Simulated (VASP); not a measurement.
Write the native input for VASP 6.6.1 that does the following.

```yaml
Task: relaxation of cell and atoms
Functional: r2SCAN
Potentials_or_basis: VASP PAW PBE potentials, release 64 (Cd, S)
Cutoff: 600 eV
k_mesh: 12 × 12 × 12
Occupations: fermi-dirac, width 0.1 eV
Spin: no spin polarisation
Dipole_correction: no
Further_INCAR_settings: ALGO = Normal; EDIFF = 1e-06; IBRION = 2; EDIFFG = -0.002; NSW = 100; ISIF = 3
```

Crystal: CdS.

```
Cd S
1.0
     2.75324    2.75324    0.00000
    -2.75324    2.75324    0.00000
     0.00000    2.75324    2.75324
Cd S
1 1
Cartesian
  0.0000 0.0000 0.0000
  0.0000 2.7532 0.0000
```

These files were run (other wordings do the same):

POSCAR

```
CdS
1.0
    2.7532440000      2.7532440000      0.0000000000
   -2.7532440000      2.7532440000      0.0000000000
    0.0000000000      2.7532440000      2.7532440000
Cd S
1 1
Direct
    0.0000000000      0.0000000000      0.0000000000
    0.5000000000      0.5000000000      0.0000000000
```

INCAR.step1

```
ALGO = Normal
EDIFF = 1E-4
ENCUT = 600
GGA = PE
ISMEAR = -1
LASPH = True
LCHARG = False
LREAL = False
LWAVE = True
NELM = 80
PREC = Accurate
SIGMA = 0.1
```

INCAR.step2

```
ALGO = Normal
EDIFF = 1E-6
EDIFFG = -0.002
ENCUT = 600
IBRION = 2
ISIF = 3
ISMEAR = -1
ISTART = 1
LASPH = True
LCHARG = False
LMIXTAU = True
LREAL = False
LWAVE = False
METAGGA = R2SCAN
NELM = 80
NSW = 100
PREC = Accurate
SIGMA = 0.1
```

KPOINTS

```
k-points
0
Gamma
  12 12 12
```

Potentials or basis: VASP PAW PBE potentials, release 64 (Cd, S).

Run with:

```sh
$ cat potpaw_PBE.64/Cd/POTCAR potpaw_PBE.64/S/POTCAR > POTCAR
$ cp INCAR.step1 INCAR
$ mpirun -np 1 vasp_std > vasp.out
$ cp INCAR.step2 INCAR
$ mpirun -np 1 vasp_std > vasp.out
```

Results of the run:

- Relaxed volume: 20.38 Å³/atom
- Relaxed cell: a = 3.863 Å, b = 3.863 Å, c = 3.863 Å, α = 60.00°, β = 60.00°, γ = 90.00°
- Space group after relaxing (to 0.1 Å): Fm-3m (No. 225)
- Energy gained by relaxing: 2.9 meV/atom
- Ionic steps: 3
- Pressure after relaxing: 0.0 GPa
- Band gap on the k mesh: 0.73 eV (least direct gap 2.32 eV)

Caveat: the PAW data sets were made with another functional, which shifts forces and pressure a little.

It took 4.3 min on 1 thread of Intel(R) Xeon(R) Platinum 8488C (Sapphire Rapids), on a shared host, peak memory 0.23 GiB.
